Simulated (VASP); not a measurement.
Write the native input for VASP 6.6.1 that does the following.

```
Task                   : single point
Functional             : r2SCAN
Potentials or basis    : VASP PAW PBE potentials, release 64 (Ba_sv, Ti_sv, O)
Cutoff                 : 660 eV
k mesh                 : 8 × 8 × 8
Occupations            : fermi-dirac, width 0.02 eV
Spin                   : no spin polarisation
Dipole correction      : no
Further INCAR settings : ALGO = Normal; EDIFF = 1e-06; NBANDS = 28
```

Crystal: BaTiO3.

```
Ba Ti O
1.0
     3.88302    0.00000    0.00000
     0.00000    2.79950    2.81559
     0.00000   -2.79950    2.81559
Ba Ti O
1 1 3
Direct
  0.00000 0.00420 0.00420
  0.50000 0.51487 0.51487
  0.00000 0.49269 0.49269
  0.50000 0.49579 0.98933
  0.50000 0.98933 0.49579
```

The input as run:

POSCAR

```
BaTiO3
1.0
    3.8830196600      0.0000000000      0.0000000000
    0.0000000000      2.7995007700      2.8155934100
    0.0000000000     -2.7995007700      2.8155934100
Ba Ti O
1 1 3
Direct
    0.0000000000      0.0041960640      0.0041960640
    0.5000000000      0.5148684154      0.5148684154
    0.0000000000      0.4926930665      0.4926930665
    0.5000000000      0.4957898479      0.9893326162
    0.5000000000      0.9893326162      0.4957898479
```

INCAR.step1

```
SYSTEM = BaTiO3
PREC     = Accurate       ! precision mode
ENCUT    = 660            ! plane-wave cutoff, eV
ISMEAR   = -1             ! smearing method
SIGMA    = 0.02           ! smearing width, eV
LREAL    = .False.        ! projectors in reciprocal space
LASPH    = .True.         ! aspherical terms in the spheres
NELM     = 120            ! most SCF steps
NBANDS   = 28             ! bands
GGA      = PE             ! functional
ALGO     = Normal         ! electronic algorithm
EDIFF    = 1E-5           ! SCF threshold, eV
LWAVE    = .True.         ! write WAVECAR
LCHARG   = .False.        ! write CHGCAR
GGA_COMPAT= .False.
```

INCAR.step2

```
SYSTEM = BaTiO3
PREC     = Accurate       ! precision mode
ENCUT    = 660            ! plane-wave cutoff, eV
EDIFF    = 1E-6           ! SCF threshold, eV
ISMEAR   = -1             ! smearing method
SIGMA    = 0.02           ! smearing width, eV
LREAL    = .False.        ! projectors in reciprocal space
LASPH    = .True.         ! aspherical terms in the spheres
NELM     = 120            ! most SCF steps
ALGO     = Normal         ! electronic algorithm
ISIF     = 2              ! what is computed and relaxed
LWAVE    = .False.        ! write WAVECAR
LCHARG   = .False.        ! write CHGCAR
METAGGA  = R2SCAN         ! meta-GGA
LMIXTAU  = .True.       
NBANDS   = 28             ! bands
ISTART   = 1            
GGA_COMPAT= .False.
```

KPOINTS

```
Automatic mesh
0
Gamma
  8 8 8
  0 0 0
```

Potentials or basis: VASP PAW PBE potentials, release 64 (Ba_sv, Ti_sv, O).

Command:

```console
$ cat potpaw_PBE.64/Ba_sv/POTCAR potpaw_PBE.64/Ti_sv/POTCAR potpaw_PBE.64/O/POTCAR > POTCAR
$ cp INCAR.step1 INCAR
$ mpirun -np 1 vasp_std > vasp.out
$ cp INCAR.step2 INCAR
$ mpirun -np 1 vasp_std > vasp.out
```

Results of the run:

```json
{
 "Pressure": "11.5 GPa",
 "Largest force": "0.099 eV/Å",
 "Band gap on the k mesh": "2.45 eV (least direct gap 2.70 eV)"
}
```

Caveat: the cell stands under pressure; the PAW data sets were made with another functional, which shifts forces and pressure a little; spin-orbit coupling is left out, which moves the levels of the heavy elements.

It took 19 min on 1 thread of Oxide Virtual Turin-like Processor, on a shared host, peak memory 0.37 GiB.
